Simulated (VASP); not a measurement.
A run of VASP 6.6.1 is set up as follows.

File INCAR:

```
SYSTEM = SiC
PREC = Accurate ; ENCUT = 600
EDIFF = 1E-6 ; ISMEAR = 0
SIGMA = 0.05 ; LREAL = .False.
LASPH = .True. ; NELM = 120
ALGO = Normal ; ISIF = 2
LWAVE = .False. ; LCHARG = .False.
NBANDS = 16 ; GGA_COMPAT = .False.
```

The input KPOINTS:

```
regular mesh
0
Gamma
  10 10 6
  0 0 0
```

The input POSCAR:

```
SiC
1.0
    0.0000000000     -2.1644105396     -2.2654885118
    0.0000000000      2.1644105396     -2.2654885118
    4.3288210792      0.0000000000      0.0000000000
Si C
2 2
Direct
    0.5000000000      0.5000000000      0.5000000000
    0.0000000000      0.0000000000      0.0000000000
    0.0000000000      0.5000000000      0.2500000000
    0.5000000000      0.0000000000      0.7500000000
```

Potentials or basis: VASP PAW LDA potentials, release 64 (Si, C).

Run with:

```bash
$ cat potpaw_LDA.64/Si/POTCAR potpaw_LDA.64/C/POTCAR > POTCAR
$ mpirun -np 1 vasp_std > vasp.out
```

Q: Predict the pressure.

A: -9.5 GPa.

Q: Estimate the band gap on the k mesh.

A: 1.09 eV.

Stress tensor (GPa, compression positive):
```
 -5.19   0.00   0.00
  0.00  -5.19   0.00
  0.00   0.00 -18.08
```

Caveat: the cell differs from its parent crystal (the cell strained); the cell stands under tension. A k mesh can miss the band edges.
